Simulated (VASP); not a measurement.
# Pt (Im-3m) in VASP: notebook

Runs on Pt. Level: PBEsol+D3(BJ). Tasks: single point, relaxation of cell and atoms.

Everything below comes from runs of VASP 6.6.1. Logs are shortened: lines on timing, memory, paths and dates and some standing lists are left out, and cuts for length are marked.

## 1. The cell of the first run

Symmetry: Im-3m, No. 229, cubic system. Conventional cell: a = 3.093 Å, b = 3.093 Å, c = 3.093 Å, α = 90.00°, β = 90.00°, γ = 90.00°. Within 3.5 Å of Pt (site symmetry m-3m) lie 14 Pt at 2.68 to 3.09 Å.

This isn't the form of Pt at room conditions, which is fcc.

## 2. Single point, PBEsol+D3(BJ)

The input, INCAR:

```
SYSTEM = Pt
PREC     = Accurate       ! precision mode
ENCUT    = 520            ! plane-wave cutoff, eV
EDIFF    = 1E-7           ! SCF threshold, eV
ISMEAR   = -1             ! smearing method
SIGMA    = 0.05           ! smearing width, eV
LREAL    = .FALSE.        ! projectors in reciprocal space
LASPH    = .TRUE.         ! aspherical terms in the spheres
NELM     = 100            ! most SCF steps
ALGO     = Normal         ! electronic algorithm
ISIF     = 2              ! what is computed and relaxed
LWAVE    = .FALSE.        ! write WAVECAR
LCHARG   = .FALSE.        ! write CHGCAR
GGA      = PS             ! functional
IVDW     = 12             ! dispersion correction
NBANDS   = 11             ! bands
```

The input, KPOINTS:

```
regular mesh
0
G
  19 19 19
  0 0 0
```

The input, POSCAR:

```
Pt
1.0
   -1.5464249937      1.5464249937      1.5464249937
    1.5464249937     -1.5464249937      1.5464249937
    1.5464249937      1.5464249937     -1.5464249937
Pt
1
Direct
    0.0000000000      0.0000000000      0.0000000000
```

Potentials or basis: VASP PAW PBE potentials, release 64 (Pt).

Command:

```sh
$ cat potpaw_PBE.64/Pt/POTCAR > POTCAR
$ mpirun -np 1 vasp_std > vasp.out
```

OUTCAR:

```text
SYSTEM = Pt
   PREC = Accurate
   ENCUT = 520
   EDIFF = 1E-7
   ISMEAR = -1
   LREAL = .FALSE.
   LASPH = .TRUE.
   NELM = 100
   ISIF = 2
   GGA = PS
   IVDW = 12
 IVDW          = 12

 ion  position               nearest neighbor table
   1  0.000  0.000  0.000-

  LATTYP: Found a body centered cubic cell.
 ALAT       =     3.0928499874

  Lattice vectors:

 A1 = (  -1.5464249937,   1.5464249937,   1.5464249937)
 A2 = (   1.5464249937,  -1.5464249937,   1.5464249937)
 A3 = (   1.5464249937,   1.5464249937,  -1.5464249937)

Analysis of symmetry for initial positions (statically):
=====================================================================
 Subroutine PRICEL returns:
 Original cell was already a primitive cell.

 Routine SETGRP: Setting up the symmetry group for a
 body centered cubic supercell.

 Subroutine GETGRP returns: Found 48 space group operations
 (whereof 48 operations were pure point group operations)
 out of a pool of 48 trial point group operations.

The static configuration has the point symmetry O_h .

Analysis of symmetry for dynamics (positions and initial velocities):
=====================================================================
 Subroutine PRICEL returns:
 Original cell was already a primitive cell.

 Routine SETGRP: Setting up the symmetry group for a
 body centered cubic supercell.

 Subroutine GETGRP returns: Found 48 space group operations
 (whereof 48 operations were pure point group operations)
 out of a pool of 48 trial point group operations.

The dynamic configuration has the point symmetry O_h .

 Subroutine INISYM returns: Found 48 space group operations
 (whereof 48 operations are pure point group operations),
 and found     1 'primitive' translations

----------------------------------------------------------------------------------------

                                     Primitive cell

  volume of cell :      14.7927

  direct lattice vectors                    reciprocal lattice vectors
    -1.546424994  1.546424994  1.546424994     0.000000000  0.323326383  0.323326383
     1.546424994 -1.546424994  1.546424994     0.323326383  0.000000000  0.323326383
     1.546424994  1.546424994 -1.546424994     0.323326383  0.323326383  0.000000000

  length of vectors
     2.678486659  2.678486659  2.678486659     0.457252556  0.457252556  0.457252556

  position of ions in fractional coordinates (direct lattice)
     0.000000000  0.000000000  0.000000000

  ion indices of the primitive-cell ions
   primitive index   ion index
                 1           1

----------------------------------------------------------------------------------------

 KPOINTS: regular mesh

Automatic generation of k-mesh.
 Grid dimensions read from file:
 generate k-points for:   19   19   19

 Generating k-lattice:

  Cartesian coordinates                     Fractional coordinates (reciprocal lattice)
     0.000000000  0.017017178  0.017017178     0.052631579  0.000000000  0.000000000
     0.017017178  0.000000000  0.017017178     0.000000000  0.052631579  0.000000000
     0.017017178  0.017017178  0.000000000     0.000000000  0.000000000  0.052631579

  Length of vectors
     0.024065924  0.024065924  0.024065924

  Shift w.r.t. Gamma in fractional coordinates (k-lattice)
     0.000000000  0.000000000  0.000000000

 Subroutine IBZKPT returns following result:
 ===========================================

 Found    220 irreducible k-points:

 Following reciprocal coordinates:
            Coordinates               Weight
  0.000000  0.000000  0.000000      1.000000
  0.052632  0.000000  0.000000     12.000000
  0.105263  0.000000  0.000000     12.000000
  0.157895  0.000000  0.000000     12.000000
  0.210526  0.000000  0.000000     12.000000
  0.263158  0.000000  0.000000     12.000000
[... 16 lines left out ...]
  0.263158  0.105263  0.000000     48.000000
  0.315789  0.105263  0.000000     48.000000
 [... further k-points ...]
   k-points           NKPTS =    220   k-points in BZ     NKDIM =    220   number of bands    NBANDS=     11
   number of dos      NEDOS =    301   number of ions     NIONS =      1
   total plane-waves  NPLWV =   8000
   dimension x,y,z NGX =    20 NGY =   20 NGZ =   20
   dimension x,y,z NGXF=    40 NGYF=   40 NGZF=   40
   ions per type =               1
   NGX,Y,Z   is equivalent  to a cutoff of  12.41, 12.41, 12.41 a.u.
   NGXF,Y,Z  is equivalent  to a cutoff of  24.83, 24.83, 24.83 a.u.
 SYSTEM =  Pt
   PREC   = accura    normal or accurate (medium, high low for compatibility)
   ISTART =      0    job   : 0-new  1-cont  2-samecut
   ICHARG =      2    charge: 1-file 2-atom 10-const
   ISPIN  =      1    spin polarized calculation?
   LNONCOLLINEAR =      F non collinear calculations
   LSORBIT =      F    spin-orbit coupling
   LASPH  =      T    aspherical Exc in radial PAW
   ENCUT  =  520.0 eV  38.22 Ry    6.18 a.u.   4.98  4.98  4.98*2*pi/ulx,y,z
   NELM   =    100;   NELMIN=  2; NELMDL= -5     # of ELM steps
   EDIFF  = 0.1E-06   stopping-criterion for ELM
   LREAL  =      F    real-space projection
   EDIFFG = 0.1E-05   stopping-criterion for IOM
   NSW    =      0    number of steps for IOM
   IBRION =     -1    ionic relax: 0-MD 1-quasi-New 2-CG
   NFREE  =      0    steps in history (QN), initial steepest desc. (CG)
   ISIF   =      2    stress and relaxation
   ISYM   =      2    0-nonsym 1-usesym 2-fastsym
   POTIM  = 0.5000    time-step for ionic-motion
   TEBEG  =    0.0;   TEEND  =   0.0 temperature during run
   PSTRESS=    0.0 pullay stress
   NELECT =      10.0000    total number of electrons
   NUPDOWN=      -1.0000    fix difference up-down
   EMIN   =  10.00;   EMAX   =-10.00  energy-range for DOS
   EFERMI =   0.00;   METHOD = LEGACY
   ISMEAR =    -1;   SIGMA  =   0.05  broadening in eV -4-tet -1-fermi 0-gaus
   EFERMI_NEDOS =   21; number of points for ismear=-14 and -15
   IALGO  =     38    algorithm
   IMIX   =      4    mixing-type and parameters
     AMIX     =   0.40;   BMIX     =  1.00
     AMIX_MAG =   1.60;   BMIX_MAG =  1.00
  volume/ion in A,a.u.               =      14.79        99.83
  Fermi-wavevector in a.u.,A,eV,Ry     =   1.436788  2.715135 28.087313  2.064359
  Thomas-Fermi vector in A             =   2.555937
   LORBIT       =      0    0 simple, 1 ext, 2 COOP (PROOUT), +10 PAW based schemes
   GGA     = PS    functional components
   LHFCALC =     F    Hartree Fock is set to
   AEXX    =    0.0000 exact exchange contribution
   IVDW    =    12    specifies the selected vdW correction
   LEPSILON=     F    determine dielectric tensor
   LRPA    =     F    only Hartree local field effects (RPA)
 non-spin polarized calculation
  energy-cutoff  :      520.00
  volume of cell :       14.79
 maximum number of plane-waves:       414
   NGX =  9   NGY =  9   NGZ =  9

 number of electron      10.0000002 magnetization

 Free energy of the ion-electron system (eV)
  ---------------------------------------------------
  ext. energy  EPLUGINS =         0.00000000
  ---------------------------------------------------
  free energy    TOTEN  =        -6.83882226 eV

  energy without entropy =       -6.82739369  energy(sigma->0) =       -6.83310798

 E-fermi :  11.2221     XC(G=0): -13.7355

 val. band max:       11.2173445375   @ k =  -0.3684   0.3684   0.1053
 cond. band min:      11.2241802339   @ k =  -0.2632   0.3158   0.1579
 fundamental gap:      0.0068356964
 Fermi energy:        11.2221433108

 k-point     1 :       0.0000    0.0000    0.0000
  band No.  band energies     occupation
      1       0.9680      2.00000
      2       7.3747      2.00000
      3       7.3747      2.00000
      4       7.3747      2.00000
      5      10.1404      2.00000
      6      10.1404      2.00000
      7      28.2852      0.00000
      8      28.2852      0.00000
      9      28.2852      0.00000
     10      39.1423      0.00000
     11      39.1423      0.00000

 k-point     2 :       0.0526    0.0000    0.0000
  band No.  band energies     occupation
      1       1.0887      2.00000
      2       7.3245      2.00000
      3       7.3741      2.00000
      4       7.4744      2.00000
      5      10.0726      2.00000
      6      10.1435      2.00000
      7      28.3510      0.00000
      8      28.4163      0.00000
      9      28.4677      0.00000
     10      37.4312      0.00000
     11      38.0855      0.00000

 k-point     3 :       0.1053    0.0000    0.0000
  band No.  band energies     occupation
      1       1.4416      2.00000
      2       7.1820      2.00000
      3       7.3650      2.00000
      4       7.7694      2.00000
      5       9.9068      2.00000
      6      10.1546      2.00000
      7      28.4815      0.00000
      8      28.6842      0.00000
      9      29.0037      0.00000
     10      35.7210      0.00000
     11      36.3388      0.00000

 k-point     4 :       0.1579    0.0000    0.0000
  band No.  band energies     occupation
      1       1.9938      2.00000
      2       6.9697      2.00000
      3       7.3375      2.00000
      4       8.2478      2.00000
      5       9.7353      2.00000
      6      10.1779      2.00000
      7      28.4564      0.00000
      8      28.6429      0.00000
      9      29.8606      0.00000
     10      34.6342      0.00000
     11      34.8520      0.00000
[... 239 lines left out ...]
 k-point    22 :       0.2105    0.1053    0.0000
  band No.  band energies     occupation
      1       3.6554      2.00000
      2       6.5149      2.00000
      3       7.0628      2.00000
      4       9.5040      2.00000
      5      10.1480      2.00000
      6      10.4393      2.00000
      7      25.7008      0.00000
      8      27.2505      0.00000
      9      30.6654      0.00000
     10      31.6564      0.00000
     11      35.7129      0.00000

 k-point    23 :       0.2632    0.1053    0.0000
  band No.  band energies     occupation
      1       4.1311      2.00000
      2       6.2810      2.00000
      3       7.4172      2.00000
      4       9.6271      2.00000
      5      10.4610      2.00000
      6      11.1427      1.66094
      7      23.5313      0.00000
      8      26.3300      0.00000
      9      29.5145      0.00000
     10      32.8172      0.00000
     11      36.7227      0.00000

 k-point    24 :       0.3158    0.1053    0.0000
  band No.  band energies     occupation
      1       4.3115      2.00000
      2       6.0917      2.00000
      3       8.1074      2.00000
      4       9.8074      2.00000
      5      10.5633      2.00000
      6      12.1208      0.00000
      7      21.3656      0.00000
      8      25.5148      0.00000
      9      28.3661      0.00000
     10      34.0555      0.00000
     11      36.8780      0.00000

 [... further k-points ...]

------------------------ aborting loop because EDIFF is reached ----------------------------------------

 Edisp (eV)   -0.76410

 E8    (eV) :    -0.5226

  FORCE on cell =-STRESS in cart. coord.  units (eV):
  Direction    XX          YY          ZZ          XY          YZ          ZX
  --------------------------------------------------------------------------------------
  -------------------------------------------------------------------------------------
  Total      -0.03428    -0.03428    -0.03428     0.00000     0.00000     0.00000
  in kB      -3.71274    -3.71274    -3.71274     0.00000     0.00000     0.00000
  external pressure =       -3.71 kB  Pullay stress =        0.00 kB

 VOLUME and BASIS-vectors are now :
 -----------------------------------------------------------------------------
  energy-cutoff  :      520.00
  volume of cell :       14.79
      direct lattice vectors                 reciprocal lattice vectors
    -1.546424994  1.546424994  1.546424994     0.000000000  0.323326383  0.323326383
     1.546424994 -1.546424994  1.546424994     0.323326383  0.000000000  0.323326383
     1.546424994  1.546424994 -1.546424994     0.323326383  0.323326383  0.000000000

 POSITION                                       TOTAL-FORCE (eV/Angst)
 -----------------------------------------------------------------------------------
      0.00000      0.00000      0.00000         0.000000     -0.000000      0.000000
 -----------------------------------------------------------------------------------
    total drift:                                0.000000      0.000000      0.000000

  FREE ENERGIE OF THE ION-ELECTRON SYSTEM (eV)
  ---------------------------------------------------
  free  energy   TOTEN  =        -7.6029247811 eV

  energy  without entropy=       -7.5914962092  energy(sigma->0) =       -7.59721050
```

It took 11 s on 1 thread of Intel Xeon 6975P-C (Granite Rapids), shared host; peak memory 0.16 GiB.

What came out:

```yaml
Free_energy: -7.6029 eV
Pressure: -0.4 GPa
Band_gap_on_the_k_mesh: zero (bands 5 and 6 overlap by 2.32 eV)
Dispersion_energy_per_atom: -0.764 eV
```

Levels at points of the mesh, in eV from the Fermi level:
```csv
k point,band 3,band 4,band 5,band 6,band 7,band 8
"(0.00, 0.00, 0.00)",-3.85,-3.85,-1.08,-1.08,17.06,17.06
```

Caveat: the PAW data sets were made with another functional, which shifts forces and pressure a little; spin-orbit coupling is left out, which moves the levels of the heavy elements.

## 3. Relaxation of cell and atoms, PBEsol+D3(BJ)

This run uses another cell than the first one, of 15.90 Å³/atom.

The input, INCAR:

```
SYSTEM = Pt
PREC = Accurate ; ENCUT = 600
EDIFF = 1E-6 ; ISMEAR = -1
SIGMA = 0.05 ; LREAL = .FALSE.
LASPH = .TRUE. ; NELM = 100
ALGO = Normal ; ISIF = 3
LWAVE = .FALSE. ; LCHARG = .FALSE.
GGA = PS ; IVDW = 12
IBRION = 2 ; NSW = 80
EDIFFG = -0.01
```

KPOINTS is that of step 2.

The input, POSCAR:

```
Pt
1.0
   -1.5842200000      1.5842200000      1.5842200000
    1.5842200000     -1.5842200000      1.5842200000
    1.5842200000      1.5842200000     -1.5842200000
Pt
1
Direct
    0.0000000000      0.0000000000      0.0000000000
```

Potentials or basis: VASP PAW PBE potentials, release 64 (Pt).

Command:

```sh
$ cat potpaw_PBE.64/Pt/POTCAR > POTCAR
$ mpirun -np 1 vasp_std > vasp.out
```

It took 33 s on 1 thread of Intel Xeon 6975P-C (Granite Rapids), shared host; peak memory 0.19 GiB.

It converged, with:

```yaml
Free_energy: -7.6031 eV
Relaxed_volume: 14.78 Å³/atom
Relaxed_cell: a = 2.678 Å, b = 2.678 Å, c = 2.678 Å, α = 109.47°, β = 109.47°, γ = 109.47°
Space_group_after_relaxing_to_0.1_Å: Im-3m (No. 229)
Pressure_after_relaxing: 0.0 GPa
Band_gap_on_the_k_mesh: zero (bands 5 and 6 overlap by 2.32 eV)
Dispersion_energy_per_atom: -0.765 eV
```

Final structure:
```cif
data_structure
_symmetry_space_group_name_H-M 'P 1'
_symmetry_Int_Tables_number 1
_cell_length_a 2.6778
_cell_length_b 2.6778
_cell_length_c 2.6778
_cell_angle_alpha 109.471
_cell_angle_beta 109.471
_cell_angle_gamma 109.471
_cell_volume 14.78
loop_
_atom_site_label
_atom_site_type_symbol
_atom_site_fract_x
_atom_site_fract_y
_atom_site_fract_z
_atom_site_occupancy
Pt1 Pt 0.00000 0.00000 0.00000 1
```

Levels at points of the mesh, in eV from the Fermi level:
```
           k point  band 3  band 4  band 5  band 6  band 7  band 8
(0.00, 0.00, 0.00)   -3.85   -3.85   -1.08   -1.08   17.06   17.06
```

Caveat: the PAW data sets were made with another functional, which shifts forces and pressure a little; spin-orbit coupling is left out, which moves the levels of the heavy elements.
